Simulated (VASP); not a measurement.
# Hf (P-1) in VASP: settings compared, part 2 of 2

VASP 6.6.1.

## Step 3: Single point, PBE, non-collinear spin, zero start, spin-orbit coupling

The input, INCAR:

```
ALGO = Fast
EDIFF = 1E-6
ENCUT = 520
GGA = PE
GGA_COMPAT = False
ISIF = 2
ISMEAR = 1
LASPH = True
LCHARG = True
LMAXMIX = 4
LORBIT = 11
LORBMOM = True
LREAL = False
LSORBIT = True
LVHAR = True
LWAVE = False
MAGMOM = 0 0 0
NBANDS = 21
NELM = 150
PREC = Accurate
SIGMA = 0.1
```

The input, KPOINTS:

```
k-points
0
Gamma
  8 8 7
```

The input, POSCAR:

```
Hf
1.0
    0.1192699600      2.3430520200      1.9928205800
    2.3210866400      0.1247983600      1.9872921700
    2.4497549800      2.4661919600     -0.0038699800
Hf
1
Direct
    0.0000000000      0.0000000000      0.0000000000
```

Potentials or basis: VASP PAW PBE potentials, release 64 (Hf_pv).

On the command line:

```bash
$ cat potpaw_PBE.64/Hf_pv/POTCAR > POTCAR
$ mpirun -np 1 vasp_ncl > vasp.out
```

OUTCAR:

```text
EDIFF = 1E-6
   ENCUT = 520
   GGA = PE
   ISIF = 2
   ISMEAR = 1
   LASPH = True
   LORBIT = 11
   LREAL = False
   LSORBIT = True
   NELM = 150
   PREC = Accurate

 ion  position               nearest neighbor table
   1  0.000  0.000  0.000-

  LATTYP: Found a triclinic cell.
 ALAT       =     8.0853201912
 B/A-ratio  =     1.0599326946
 C/A-ratio  =     0.4299299125
 COS(alpha) =     0.0002686543
 COS(beta)  =     0.6444261274
 COS(gamma) =     0.7595425251

  Lattice vectors:

 A1 = (  -2.5596265600,  -4.8109024000,  -5.9729333300)
 A2 = (   2.2206134400,  -2.2215705000,  -7.9734938700)
 A3 = (  -2.4497549800,  -2.4661919600,   0.0038699800)

Analysis of symmetry for initial positions (statically):
=====================================================================
 Subroutine PRICEL returns:
 Original cell was already a primitive cell.

 Routine SETGRP: Setting up the symmetry group for a
 triclinic supercell.

 Subroutine GETGRP returns: Found  2 space group operations
 (whereof  2 operations were pure point group operations)
 out of a pool of  2 trial point group operations.

The static configuration has the point symmetry S_2 .

Analysis of symmetry for dynamics (positions and initial velocities):
=====================================================================
 Subroutine PRICEL returns:
 Original cell was already a primitive cell.

 Routine SETGRP: Setting up the symmetry group for a
 triclinic supercell.

 Subroutine GETGRP returns: Found  2 space group operations
 (whereof  2 operations were pure point group operations)
 out of a pool of  2 trial point group operations.

The dynamic configuration has the point symmetry S_2 .

Analysis of structural, dynamic, and magnetic symmetry:
=====================================================================
[... 751 lines left out ...]
  Total        0.3569277      0.3123424      0.4161304     -0.1946981     -0.0752401     -0.0170484
  in kB       26.4243639     23.1235886     30.8073101    -14.4140478     -5.5702369     -1.2621405
  external PRESSURE =      26.7850876 kB  Pullay stress =       0.0000000 kB

 VOLUME and BASIS-vectors are now :
 -----------------------------------------------------------------------------
  energy-cutoff  :      520.00
  volume of cell :       21.64
      direct lattice vectors                 reciprocal lattice vectors
     0.119269960  2.343052020  1.992820580    -0.226487975  0.225371345  0.250376994
     2.321086640  0.124798360  1.987292170     0.227514650 -0.225603412  0.251635733
     2.449754980  2.466191960 -0.003869980     0.203666082  0.202781518 -0.250609060

 POSITION                                       TOTAL-FORCE (eV/Angst)
 -----------------------------------------------------------------------------------
      0.00000      0.00000      0.00000         0.000000     -0.000000     -0.000000
 -----------------------------------------------------------------------------------
    total drift:                               -0.000000     -0.000000      0.000000

  FREE ENERGIE OF THE ION-ELECTRON SYSTEM (eV)
  ---------------------------------------------------
  free  energy   TOTEN  =       -10.4722624907 eV

  energy  without entropy=      -10.4714376572  energy(sigma->0) =      -10.47198755

 orbital moment (x)

 # of ion     p       d       tot
 ----------------------------------------
  1        -0.000  -0.000  -0.000
 ----------------------------------------
           -0.000  -0.000  -0.000

 orbital moment (y)

 # of ion     p       d       tot
 ----------------------------------------
  1        -0.000   0.000  -0.000
 ----------------------------------------
           -0.000   0.000  -0.000

 orbital moment (z)

 # of ion     p       d       tot
 ----------------------------------------
  1         0.000  -0.000  -0.000
 ----------------------------------------
            0.000  -0.000  -0.000

 Spin-Orbit-Coupling matrix elements

 Ion:    1  E_soc:     -1.3669031
 l=   1
     0.0000000    -0.2193457    -0.2203374
    -0.2193457     0.0000000    -0.2194172
    -0.2203374    -0.2194172     0.0000000
 l=   2
     0.0000000    -0.0016633     0.0000000    -0.0016585    -0.0064672
    -0.0016633     0.0000000    -0.0049614    -0.0016921    -0.0015172
     0.0000000    -0.0049614     0.0000000    -0.0048825     0.0000000
    -0.0016585    -0.0016921    -0.0048825     0.0000000    -0.0015090
    -0.0064672    -0.0015172     0.0000000    -0.0015090     0.0000000
 l=   3
     0.0000000     0.0000000     0.0000000     0.0000000     0.0000000     0.0000000     0.0000000
     0.0000000     0.0000000     0.0000000     0.0000000     0.0000000     0.0000000     0.0000000
     0.0000000     0.0000000     0.0000000     0.0000000     0.0000000     0.0000000     0.0000000
     0.0000000     0.0000000     0.0000000     0.0000000     0.0000000     0.0000000     0.0000000
     0.0000000     0.0000000     0.0000000     0.0000000     0.0000000     0.0000000     0.0000000
     0.0000000     0.0000000     0.0000000     0.0000000     0.0000000     0.0000000     0.0000000
     0.0000000     0.0000000     0.0000000     0.0000000     0.0000000     0.0000000     0.0000000

 total charge

# of ion       s       p       d       tot
------------------------------------------
    1        0.396   6.422   1.642   8.460

 magnetization (x)

# of ion       s       p       d       tot
------------------------------------------
    1        0.000   0.000   0.000   0.000

 magnetization (y)

# of ion       s       p       d       tot
------------------------------------------
    1        0.000  -0.000  -0.000  -0.000

 magnetization (z)

# of ion       s       p       d       tot
------------------------------------------
    1       -0.000   0.000   0.000   0.000
```

OSZICAR:

```text
N       E                     dE             d eps       ncg     rms          rms(c)
DAV:   1     0.289750198375E+02    0.28975E+02   -0.52779E+03  9492   0.901E+02
DAV:   2    -0.958889306761E+01   -0.38564E+02   -0.37136E+02 11729   0.232E+02
DAV:   3    -0.107898755708E+02   -0.12010E+01   -0.11871E+01 11911   0.269E+01
DAV:   4    -0.107974702010E+02   -0.75946E-02   -0.75925E-02 11435   0.249E+00
DAV:   5    -0.107975342561E+02   -0.64055E-04   -0.64053E-04 11752   0.203E-01    0.519E+01
RMM:   6    -0.105522138506E+02    0.24532E+00   -0.17501E-01  9669   0.299E+00    0.303E+01
RMM:   7    -0.104735836400E+02    0.78630E-01   -0.18043E-01 10157   0.316E+00    0.152E+01
RMM:   8    -0.104756776617E+02   -0.20940E-02   -0.47491E-02 10603   0.175E+00    0.102E+00
RMM:   9    -0.104723632815E+02    0.33144E-02   -0.13054E-02 10163   0.795E-01    0.335E-01
RMM:  10    -0.104722573035E+02    0.10598E-03   -0.63548E-04 11992   0.214E-01    0.110E-01
RMM:  11    -0.104722577718E+02   -0.46832E-06   -0.90614E-05 13045   0.647E-02    0.603E-02
RMM:  12    -0.104722607325E+02   -0.29607E-05   -0.12402E-05 14067   0.252E-02    0.313E-02
RMM:  13    -0.104722625604E+02   -0.18278E-05   -0.52032E-06 12055   0.171E-02    0.938E-03
RMM:  14    -0.104722624907E+02    0.69709E-07   -0.94702E-07  9349   0.719E-03
   1 F= -.10472262E+02 E0= -.10471988E+02  d E =-.824833E-03  mag=     0.0000    -0.0000     0.0000
```

stdout:

```text
POSCAR found type information on POSCAR Hf
 POSCAR found :  1 types and       1 ions
 scaLAPACK will be used
 LDA part: xc-table for (Slater+PW92), standard interpolation
 POSCAR, INCAR and KPOINTS ok, starting setup
 FFT: planning ... GRIDC
 FFT: planning ... GRID_SOFT
 FFT: planning ... GRID
 WAVECAR not read
 entering main loop
```

Wall time 3.6 min (1 thread of Intel Xeon Platinum 8259CL at 2.50GHz (Skylake/Cascade Lake), shared host); peak memory 0.31 GiB.

Results:

| Item | Value |
| --- | --- |
| Free energy | -10.4723 eV |
| Pressure | 2.7 GPa |
| Net moment | 0.00 μB per cell |
| Valence electrons inside the program's atomic spheres | Hf 8.46 |

Moments on the atoms (μB; x, y, z):
```
Hf  0.00 0.00 0.00
```
